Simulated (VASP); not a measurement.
# Ga2Te2S (I4/mmm) in VASP: notebook

Ga2Te2S is run at these levels: PBE; tasks: single point, relaxation of cell and atoms.

Program: VASP 6.6.1. These are calculated values, not measurements. Logs are shortened: lines on timing, memory, paths and dates and some standing lists are left out, and cuts for length are marked.

## (1) The cell of the first run

Symmetry: I4/mmm, No. 139, tetragonal system. Conventional cell: a = 4.329 Å, b = 4.329 Å, c = 13.698 Å, α = 90.00°, β = 90.00°, γ = 90.00°. Within 3.7 Å of Ga (site symmetry -4m2) lie 4 Te at 2.80 Å and 4 Ga at 3.06 Å. Within 3.7 Å of Te (site symmetry 4mm) lie 4 Ga at 2.80 Å and 1 Te at 3.30 Å and 4 S at 3.48 Å. Within 4.6 Å of S (site symmetry 4/mmm) lie 8 Te at 3.48 Å and 8 Ga at 4.05 Å and 4 S at 4.33 Å.

The cell was built from a structure type or drawn by symmetry, and may not be a known phase.

## (2) Single point, PBE

INCAR

```
SYSTEM = Ga2Te2S
  PREC = Accurate
  ENCUT = 520
  EDIFF = 1E-6
  ISMEAR = 0
  SIGMA = 0.1
  LREAL = .False.
  LASPH = .True.
  NELM = 100
  ALGO = Normal
  ISIF = 2
  LWAVE = .False.
  LCHARG = .False.
  GGA = PE
  NBANDS = 30
```

KPOINTS

```
Automatic mesh
0
Gamma
  6 6 6
  0 0 0
```

POSCAR

```
Ga2Te2S
1.0
   -2.1646033491      2.1646033491      6.8492431054
    2.1646033491     -2.1646033491      6.8492431054
    2.1646033491      2.1646033491     -6.8492431054
Ga Te S
2 2 1
Direct
    0.2500000000      0.7500000000      0.5000000000
    0.7500000000      0.2500000000      0.5000000000
    0.3793995012      0.3793995012      0.0000000000
    0.6206004988      0.6206004988      0.0000000000
    0.0000000000      0.0000000000      0.0000000000
```

Potentials or basis: VASP PAW PBE potentials, release 64 (Ga_d, Te, S).

Command:

```
$ cat potpaw_PBE.64/Ga_d/POTCAR potpaw_PBE.64/Te/POTCAR potpaw_PBE.64/S/POTCAR > POTCAR
$ mpirun -np 1 vasp_std > vasp.out
```

OUTCAR:

```text
SYSTEM = Ga2Te2S
   PREC = Accurate
   ENCUT = 520
   EDIFF = 1E-6
   ISMEAR = 0
   LREAL = .False.
   LASPH = .True.
   NELM = 100
   ISIF = 2
   GGA = PE

 ion  position               nearest neighbor table
   1  0.250  0.750  0.500-   4 2.80   3 2.80   3 2.80   4 2.80
   2  0.750  0.250  0.500-   4 2.80   3 2.80   3 2.80   4 2.80
   3  0.379  0.379  0.000-   1 2.80   2 2.80   1 2.80   2 2.80   4 3.30
   4  0.621  0.621  0.000-   1 2.80   2 2.80   1 2.80   2 2.80   3 3.30
   5  0.000  0.000  0.000-

  LATTYP: Found a body centered tetragonal cell.
 ALAT       =     4.3292066982
 C/A-ratio  =     3.1642023968

  Lattice vectors:

 A1 = (  -2.1646033491,   2.1646033491,   6.8492431054)
 A2 = (   2.1646033491,  -2.1646033491,   6.8492431054)
 A3 = (   2.1646033491,   2.1646033491,  -6.8492431054)

Analysis of symmetry for initial positions (statically):
=====================================================================
 Subroutine PRICEL returns:
 Original cell was already a primitive cell.

 Routine SETGRP: Setting up the symmetry group for a
 body centered tetragonal supercell.

 Subroutine GETGRP returns: Found 16 space group operations
 (whereof 16 operations were pure point group operations)
 out of a pool of 16 trial point group operations.

The static configuration has the point symmetry D_4h.

Analysis of symmetry for dynamics (positions and initial velocities):
=====================================================================
 Subroutine PRICEL returns:
 Original cell was already a primitive cell.

 Routine SETGRP: Setting up the symmetry group for a
 body centered tetragonal supercell.

 Subroutine GETGRP returns: Found 16 space group operations
 (whereof 16 operations were pure point group operations)
 out of a pool of 16 trial point group operations.

The dynamic configuration has the point symmetry D_4h.

 Subroutine INISYM returns: Found 16 space group operations
 (whereof 16 operations are pure point group operations),
 and found     1 'primitive' translations

----------------------------------------------------------------------------------------

                                     Primitive cell

  volume of cell :     128.3687

[... 92 lines left out ...]
   ENCUT  =  520.0 eV  38.22 Ry    6.18 a.u.  13.95 13.95 13.95*2*pi/ulx,y,z
   NELM   =    100;   NELMIN=  2; NELMDL= -5     # of ELM steps
   EDIFF  = 0.1E-05   stopping-criterion for ELM
   LREAL  =      F    real-space projection
   EDIFFG = 0.1E-04   stopping-criterion for IOM
   NSW    =      0    number of steps for IOM
   IBRION =     -1    ionic relax: 0-MD 1-quasi-New 2-CG
   NFREE  =      0    steps in history (QN), initial steepest desc. (CG)
   ISIF   =      2    stress and relaxation
   ISYM   =      2    0-nonsym 1-usesym 2-fastsym
   POTIM  = 0.5000    time-step for ionic-motion
   TEBEG  =    0.0;   TEEND  =   0.0 temperature during run
   PSTRESS=    0.0 pullay stress
   NELECT =      44.0000    total number of electrons
   NUPDOWN=      -1.0000    fix difference up-down
   EMIN   =  10.00;   EMAX   =-10.00  energy-range for DOS
   EFERMI =   0.00;   METHOD = LEGACY
   ISMEAR =     0;   SIGMA  =   0.10  broadening in eV -4-tet -1-fermi 0-gaus
   EFERMI_NEDOS =   21; number of points for ismear=-14 and -15
   IALGO  =     38    algorithm
   IMIX   =      4    mixing-type and parameters
     AMIX     =   0.40;   BMIX     =  1.00
     AMIX_MAG =   1.60;   BMIX_MAG =  1.00
  volume/ion in A,a.u.               =      25.67       173.25
  Fermi-wavevector in a.u.,A,eV,Ry     =   1.145705  2.165068 17.859538  1.312639
  Thomas-Fermi vector in A             =   2.282392
   LORBIT       =      0    0 simple, 1 ext, 2 COOP (PROOUT), +10 PAW based schemes
   GGA     = PE    functional components
   LHFCALC =     F    Hartree Fock is set to
   AEXX    =    0.0000 exact exchange contribution
   IVDW    =     0    specifies the selected vdW correction
   LEPSILON=     F    determine dielectric tensor
   LRPA    =     F    only Hartree local field effects (RPA)
 non-spin polarized calculation
 Gauss-broadening in eV      SIGMA  =   0.10
  energy-cutoff  :      520.00
  volume of cell :      128.37
 maximum number of plane-waves:      3488
   NGX = 27   NGY = 27   NGZ = 27

 number of electron      43.9999992 magnetization

 Free energy of the ion-electron system (eV)
  ---------------------------------------------------
  ext. energy  EPLUGINS =         0.00000000
  ---------------------------------------------------
  free energy    TOTEN  =       -15.43499560 eV

  energy without entropy =      -15.42573738  energy(sigma->0) =      -15.43036649

 E-fermi :   5.0345     XC(G=0):  -9.6567

 val. band max:        5.0169611179   @ k =   0.5000   0.5000   0.3333
 cond. band min:       5.0532998745   @ k =  -0.1667  -0.3333   0.1667
 fundamental gap:      0.0363387567
 Fermi energy:         5.0344729081

 k-point     1 :       0.0000    0.0000    0.0000
  band No.  band energies     occupation
      1     -10.1461      2.00000
      2     -10.1247      2.00000
      3     -10.0237      2.00000
      4     -10.0237      2.00000
      5     -10.0237      2.00000
      6      -9.9447      2.00000
[... 781 lines left out ...]
     29      10.1459      0.00000
     30      10.8940      0.00000

 [... further k-points ...]

------------------------ aborting loop because EDIFF is reached ----------------------------------------

  FORCE on cell =-STRESS in cart. coord.  units (eV):
  Direction    XX          YY          ZZ          XY          YZ          ZX
  --------------------------------------------------------------------------------------
  -------------------------------------------------------------------------------------
  Total       -0.0026398     -0.0026398      0.1499879      0.0000000     -0.0000000      0.0000000
  in kB       -0.0329473     -0.0329473      1.8720069      0.0000000     -0.0000000      0.0000000
  external PRESSURE =       0.6020374 kB  Pullay stress =       0.0000000 kB

 VOLUME and BASIS-vectors are now :
 -----------------------------------------------------------------------------
  energy-cutoff  :      520.00
  volume of cell :      128.37
      direct lattice vectors                 reciprocal lattice vectors
    -2.164603349  2.164603349  6.849243105     0.000000000  0.230989202  0.073000767
     2.164603349 -2.164603349  6.849243105     0.230989202  0.000000000  0.073000767
     2.164603349  2.164603349 -6.849243105     0.230989202  0.230989202  0.000000000

 POSITION                                       TOTAL-FORCE (eV/Angst)
 -----------------------------------------------------------------------------------
      2.16460      0.00000      3.42462        -0.000000     -0.000000      0.000000
      0.00000      2.16460      3.42462        -0.000000     -0.000000      0.000000
      0.00000      0.00000      5.19720        -0.000000     -0.000000      0.033695
      0.00000      0.00000      8.50129         0.000000      0.000000     -0.033695
      0.00000      0.00000      0.00000        -0.000000     -0.000000      0.000000
 -----------------------------------------------------------------------------------
    total drift:                               -0.000000     -0.000000      0.000000

  FREE ENERGIE OF THE ION-ELECTRON SYSTEM (eV)
  ---------------------------------------------------
  free  energy   TOTEN  =       -15.4349955963 eV

  energy  without entropy=      -15.4257373762  energy(sigma->0) =      -15.43036649
```

stdout:

```text
POSCAR found type information on POSCAR GaTeS
 POSCAR found :  3 types and       5 ions
 scaLAPACK will be used
 LDA part: xc-table for (Slater+PW92), standard interpolation
 POSCAR, INCAR and KPOINTS ok, starting setup
 FFT: planning ... GRIDC
 FFT: planning ... GRID_SOFT
 FFT: planning ... GRID
 WAVECAR not read
 entering main loop
```

Wall time 2.9 min (1 thread of AMD EPYC 9R45 (Zen 5), shared host); peak memory 0.45 GiB.

Results:

- Free energy: -15.4350 eV
- Pressure: 0.1 GPa
- Largest force: 0.034 eV/Å
- Band gap on the k mesh: zero (bands 22 and 23 overlap by 0.91 eV)

Forces on the atoms (eV/Å):
```
Ga   0.000  0.000  0.000
Ga   0.000  0.000  0.000
Te   0.000  0.000  0.034
Te   0.000  0.000 -0.034
S    0.000  0.000  0.000
```

Levels at points of the mesh, in eV from the Fermi level:
```
           k point  band 18  band 19  band 20  band 21  band 22  band 23  band 24  band 25  band 26  band 27
(0.00, 0.00, 0.00)    -2.31    -2.31    -1.59    -0.24     0.53     0.53     0.61     2.14     2.46     3.39
(0.50, 0.00, 0.00)    -2.07    -1.89    -1.39    -0.49    -0.13     0.48     1.35     2.75     2.78     2.89
(0.50, 0.50, 0.00)    -3.43    -3.04    -2.12    -0.90    -0.21     1.14     1.19     2.58     3.36     6.16
(0.50, 0.50, 0.50)    -2.65    -1.22    -1.22    -0.99    -0.38    -0.38     1.31     2.46     3.22     3.30
```

Caveat: spin-orbit coupling is left out, which moves the levels of the heavy elements.

## (3) Single point, PBE

This run uses another cell than the first one, of 24.61 Å³/atom.

INCAR

```
SYSTEM = Ga2Te2S
PREC = Accurate
ENCUT = 520
EDIFF = 1E-6
ISMEAR = 0
SIGMA = 0.1
LREAL = .FALSE.
LASPH = .TRUE.
NELM = 60
ALGO = Normal
ISIF = 2
LWAVE = .FALSE.
LCHARG = .FALSE.
GGA = PE
NBANDS = 30
```

KPOINTS

```
regular mesh
0
G
  6 6 6
  0 0 0
```

POSCAR

```
Ga2Te2S
1.0
   -2.3469123600      2.3469123600      5.5859921800
    2.3469123600     -2.3469123600      5.5859921800
    2.3469123600      2.3469123600     -5.5859921800
Ga Te S
2 2 1
Direct
    0.2500000000      0.7500000000      0.5000000000
    0.7500000000      0.2500000000      0.5000000000
    0.3689999900      0.3689999900      0.0000000000
    0.6310000100      0.6310000100      0.0000000000
    0.0000000000      0.0000000000      0.0000000000
```

Potentials or basis: VASP PAW PBE potentials, release 64 (Ga_d, Te, S).

Command:

```
$ cat potpaw_PBE.64/Ga_d/POTCAR potpaw_PBE.64/Te/POTCAR potpaw_PBE.64/S/POTCAR > POTCAR
$ mpirun -np 1 vasp_std > vasp.out
```

Wall time 1.7 min (1 thread of AMD EPYC 9R45 (Zen 5), shared host); peak memory 0.35 GiB.

The run converged. Its results:

- Free energy: -14.8673 eV
- Pressure: 5.4 GPa
- Largest force: 0.381 eV/Å
- Band gap on the k mesh: zero (bands 22 and 23 overlap by 0.81 eV)

Forces on the atoms (eV/Å):
```
Ga   0.000  0.000  0.000
Ga   0.000  0.000  0.000
Te   0.000  0.000 -0.381
Te   0.000  0.000  0.381
S    0.000  0.000  0.000
```

Stress tensor (GPa, compression positive):
```
4.11 0.00 0.00
0.00 4.11 0.00
0.00 0.00 8.10
```

Levels at points of the mesh, in eV from the Fermi level:
```tsv
k point	band 18	band 19	band 20	band 21	band 22	band 23	band 24	band 25	band 26	band 27
(0.00, 0.00, 0.00)	-2.89	-2.89	-2.23	-0.16	-0.16	0.83	1.42	1.48	3.79	5.44
(0.50, 0.00, 0.00)	-2.96	-1.79	-0.90	-0.79	-0.61	-0.34	1.21	2.70	4.43	4.51
(0.50, 0.50, 0.00)	-2.98	-2.48	-1.31	-0.03	0.29	2.59	2.87	3.49	5.32	5.41
(0.50, 0.50, 0.50)	-3.45	-1.63	-1.63	-0.79	-0.29	-0.29	1.10	2.34	2.90	3.54
```

Caveat: the cell stands under pressure; spin-orbit coupling is left out, which moves the levels of the heavy elements.

## (4) Relaxation of cell and atoms, PBE

This run uses another cell than the first one, of 24.61 Å³/atom.

INCAR

```
SYSTEM = Ga2Te2S
PREC     = Accurate       ! precision mode
ENCUT    = 600            ! plane-wave cutoff, eV
EDIFF    = 1E-6           ! SCF threshold, eV
ISMEAR   = 0              ! smearing method
SIGMA    = 0.1            ! smearing width, eV
LREAL    = .FALSE.        ! projectors in reciprocal space
LASPH    = .TRUE.         ! aspherical terms in the spheres
NELM     = 60             ! most SCF steps
ALGO     = Normal         ! electronic algorithm
ISIF     = 3              ! what is computed and relaxed
LWAVE    = .FALSE.        ! write WAVECAR
LCHARG   = .FALSE.        ! write CHGCAR
GGA      = PE             ! functional
IBRION   = 2              ! ionic algorithm
NSW      = 90             ! ionic steps
EDIFFG   = -0.04          ! ionic threshold
```

KPOINTS

```
Automatic mesh
0
G
  6 6 6
  0 0 0
```

POSCAR is that of step 3.

Command:

```
$ cat potpaw_PBE.64/Ga_d/POTCAR potpaw_PBE.64/Te/POTCAR potpaw_PBE.64/S/POTCAR > POTCAR
$ mpirun -np 1 vasp_std > vasp.out
```

Wall time 22 min (1 thread of AMD EPYC 9R45 (Zen 5), shared host); peak memory 0.48 GiB.

The run converged. Its results:

* Free energy: -15.4314 eV
* Relaxed volume: 25.36 Å³/atom
* Relaxed cell: a = 7.551 Å, b = 7.551 Å, c = 7.551 Å, α = 147.06°, β = 147.06°, γ = 47.27°
* Space group after relaxing (to 0.1 Å): I4/mmm (No. 139)
* Energy gained by relaxing: 112.9 meV/atom
* Ionic steps: 14
* Pressure after relaxing: 0.1 GPa
* Largest force after relaxing: 0.034 eV/Å
* Band gap on the k mesh: zero (bands 22 and 23 overlap by 0.94 eV)

Forces in eV/Å, atoms in the order of the input:
```
Ga   0.000  0.000  0.000
Ga   0.000  0.000  0.000
Te   0.000  0.000 -0.034
Te   0.000  0.000  0.034
S    0.000  0.000  0.000
```

Stress tensor (GPa, compression positive):
```
 0.18  0.00  0.00
 0.00  0.18  0.00
 0.00  0.00 -0.04
```

The path:
| step | energy change (eV) | largest force (eV/Å) | pressure (GPa) | volume (Å³) |
| --- | --- | --- | --- | --- |
| 1 | 0.0000 | 0.3810 | 5.41 | 123.07 |
| 2 | -0.2717 | 0.1826 | -0.41 | 138.45 |
| 3 | -0.2719 | 0.1826 | -0.55 | 139.04 |
| 4 | -0.3183 | 0.0706 | -0.33 | 138.61 |
| 5 | -0.3603 | 0.6845 | 0.60 | 137.26 |
| 6 | -0.3906 | 0.6356 | 0.19 | 138.25 |
| 7 | -0.4401 | 0.4176 | -1.12 | 140.89 |
| 8 | -0.4852 | 0.4140 | -0.84 | 137.64 |
| 9 | -0.5494 | 0.2862 | -0.06 | 129.48 |
| 10 | -0.5509 | 0.2438 | 0.20 | 127.40 |
| 11 | -0.5621 | 0.0156 | -0.26 | 127.76 |
| 12 | -0.5623 | 0.0477 | -0.33 | 127.81 |
| 13 | -0.5637 | 0.0278 | 0.34 | 126.21 |
| 14 | -0.5643 | 0.0338 | 0.11 | 126.78 |

Final structure:
```xyz
5
Lattice="-2.1405 2.1405 6.9175 2.1405 -2.1405 6.9175 2.1405 2.1405 -6.9175" Properties=species:S:1:pos:R:3 pbc="T T T"
Ga    2.1405    0.0000    3.4588
Ga    0.0000    2.1405    3.4588
Te    0.0000    0.0000    5.2712
Te    0.0000    0.0000    8.5638
S     0.0000    0.0000    0.0000
```

Levels at points of the mesh, in eV from the Fermi level:
| k point | band 19 | band 20 | band 21 | band 22 | band 23 | band 24 | band 25 | band 26 |
| --- | --- | --- | --- | --- | --- | --- | --- | --- |
| (0.00, 0.00, 0.00) | -2.36 | -1.66 | -0.35 | 0.50 | 0.56 | 0.56 | 2.16 | 2.45 |
| (0.50, 0.00, 0.00) | -1.81 | -1.46 | -0.55 | -0.15 | 0.57 | 1.39 | 2.61 | 2.75 |
| (0.50, 0.50, 0.00) | -3.14 | -2.30 | -1.00 | -0.30 | 0.95 | 0.97 | 2.53 | 3.17 |
| (0.50, 0.50, 0.50) | -1.19 | -1.19 | -1.04 | -0.44 | -0.44 | 1.36 | 2.48 | 3.22 |

Caveat: a cell axis changed by over 15 % at a fixed basis, so the end point is rough; spin-orbit coupling is left out, which moves the levels of the heavy elements.

## (5) Single point, PBE

This run uses another cell than the first one, of 25.59 Å³/atom.

INCAR

```
  PREC = Accurate
  ENCUT = 520
  EDIFF = 1E-6
  ISMEAR = 0
  SIGMA = 0.1
  LREAL = False
  LASPH = True
  NELM = 80
  ALGO = Normal
  ISIF = 2
  LWAVE = False
  LCHARG = False
  GGA = PE
  NBANDS = 30
```

KPOINTS

```
regular mesh
0
Gamma
  12 12 12
```

POSCAR

```
Ga2Te2S
1.0
   -2.1570646676      2.1570646676      6.8751135596
    2.1570646676     -2.1570646676      6.8751135596
    2.1570646676      2.1570646676     -6.8751135596
Ga Te S
2 2 1
Direct
    0.2500000000      0.7500000000      0.5000000000
    0.7500000000      0.2500000000      0.5000000000
    0.3796440181      0.3796440181      0.0000000000
    0.6203559819      0.6203559819      0.0000000000
    0.0000000000      0.0000000000      0.0000000000
```

Command:

```
$ cat potpaw_PBE.64/Ga_d/POTCAR potpaw_PBE.64/Te/POTCAR potpaw_PBE.64/S/POTCAR > POTCAR
$ mpirun -np 1 vasp_std > vasp.out
```

Run time: 14 min. Hardware: 1 thread of AMD EPYC 9R45 (Zen 5), shared host; peak memory 0.79 GiB.

The run converged. Its results:

| Property | Result |
| --- | --- |
| Free energy | -15.4250 eV |
| Pressure | 0.0 GPa |
| Largest force | 0.039 eV/Å |
| Band gap on the k mesh | zero (bands 22 and 23 overlap by 0.93 eV) |

Forces on the atoms (eV/Å):
```
Ga   0.000  0.000  0.000
Ga   0.000  0.000  0.000
Te   0.000  0.000  0.039
Te   0.000  0.000 -0.039
S    0.000  0.000  0.000
```

Levels at points of the mesh, in eV from the Fermi level:
| k point | band 19 | band 20 | band 21 | band 22 | band 23 | band 24 | band 25 | band 26 |
| --- | --- | --- | --- | --- | --- | --- | --- | --- |
| (0.00, 0.00, 0.00) | -2.35 | -1.65 | -0.32 | 0.51 | 0.51 | 0.55 | 2.10 | 2.41 |
| (0.50, 0.00, 0.00) | -1.92 | -1.45 | -0.53 | -0.16 | 0.46 | 1.32 | 2.66 | 2.73 |
| (0.50, 0.50, 0.00) | -3.12 | -2.20 | -0.96 | -0.27 | 1.05 | 1.08 | 2.53 | 3.25 |
| (0.50, 0.50, 0.50) | -1.25 | -1.25 | -1.04 | -0.42 | -0.42 | 1.27 | 2.42 | 3.17 |

Caveat: spin-orbit coupling is left out, which moves the levels of the heavy elements.

## (6) Summary

| task | cell | k mesh | cutoff (eV) | gap on the mesh (eV) | pressure (GPa) | largest force (eV/Å) |
| --- | --- | --- | --- | --- | --- | --- |
| single point | a = 7.502 Å, angles 146.5, 146.5, 48.2°, 5 atoms, atomic positions A | 6 × 6 × 6 | 520 | none | 0.1 | 0.03 |
| single point | a = 6.498 Å, angles 137.7, 137.7, 61.4°, 5 atoms, atomic positions B | 6 × 6 × 6 | 520 | none | 5.4 | 0.38 |
| relaxation of cell and atoms | relaxed from a = 6.498 Å, angles 137.7, 137.7, 61.4°, 5 atoms, atomic positions B | 6 × 6 × 6 | 600 | none | 0.1 | 0.03 |
| single point | a = 7.522 Å, angles 146.7, 146.7, 47.9°, 5 atoms, atomic positions A | 12 × 12 × 12 | 520 | none | 0.0 | 0.04 |

Alike in all rows: level PBE; potentials or basis VASP PAW PBE potentials, release 64 (Ga_d, Te, S); no spin polarisation; smearing gaussian 0.1 eV.

Caveats: spin-orbit coupling is left out, which moves the levels of the heavy elements; the cell stands under pressure (at least some runs); a cell axis changed by over 15 % at a fixed basis, so the end point is rough (at least some runs).

Absolute energies hang on the potentials; compare differences alone.
